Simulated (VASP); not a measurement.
Write the native input for VASP 6.6.1 that does the following.

| Item | Value |
| --- | --- |
| Task | relaxation of cell and atoms |
| Functional | LDA |
| Potentials or basis | VASP PAW LDA potentials, release 64 (Se) |
| Cutoff | 600 eV |
| k mesh | 17 × 17 × 9 |
| Occupations | fermi-dirac, width 0.1 eV |
| Spin | no spin polarisation |
| Target pressure | 140 GPa |
| Dipole correction | no |
| Further INCAR settings | ALGO = Normal; EDIFF = 1e-07; IBRION = 2; EDIFFG = -0.005; NSW = 60; ISIF = 3 |

The structure of Se lies in POSCAR:

```
Se
1.0
    2.5342370726      0.0000000000      0.0000000000
   -1.2671185363      2.1947136841      0.0000000000
    0.0000000000      0.0000000000      4.1054640577
Se
2
Direct
    0.3333333333      0.6666666667      0.2500000000
    0.6666666667      0.3333333333      0.7500000000
```

This isn't the form of Se at room conditions, which is trigonal, of chains.

These files were run (other wordings do the same):

INCAR

```
SYSTEM = Se
  ALGO = Normal
  EDIFF = 1E-7
  EDIFFG = -0.005
  ENCUT = 600
  GGA = CA
  IBRION = 2
  ISIF = 3
  ISMEAR = -1
  LASPH = .True.
  LCHARG = .False.
  LREAL = .False.
  LWAVE = .False.
  NELM = 80
  NSW = 60
  PREC = Accurate
  PSTRESS = 1400.0
  SIGMA = 0.1
```

KPOINTS

```
k-points
0
Gamma
  17 17 9
  0 0 0
```

Potentials or basis: VASP PAW LDA potentials, release 64 (Se).

Command:

```bash
$ cat potpaw_LDA.64/Se/POTCAR > POTCAR
$ mpirun -np 1 vasp_std > vasp.out
```

It gave:

```json
{
 "Energy change on relaxing (the run minimises the enthalpy)": "-36.0 meV/atom",
 "Ionic steps": "15",
 "Pressure after relaxing": "140.0 GPa",
 "Band gap on the k mesh": "zero (bands 6 and 7 overlap by 9.13 eV)"
}
```

Caveat: the cell is relaxed towards a set pressure, so the run minimises the enthalpy, not the energy.

It took 5.8 min on 1 thread of Oxide Virtual Turin-like Processor, with other jobs on the host, peak memory 0.14 GiB.
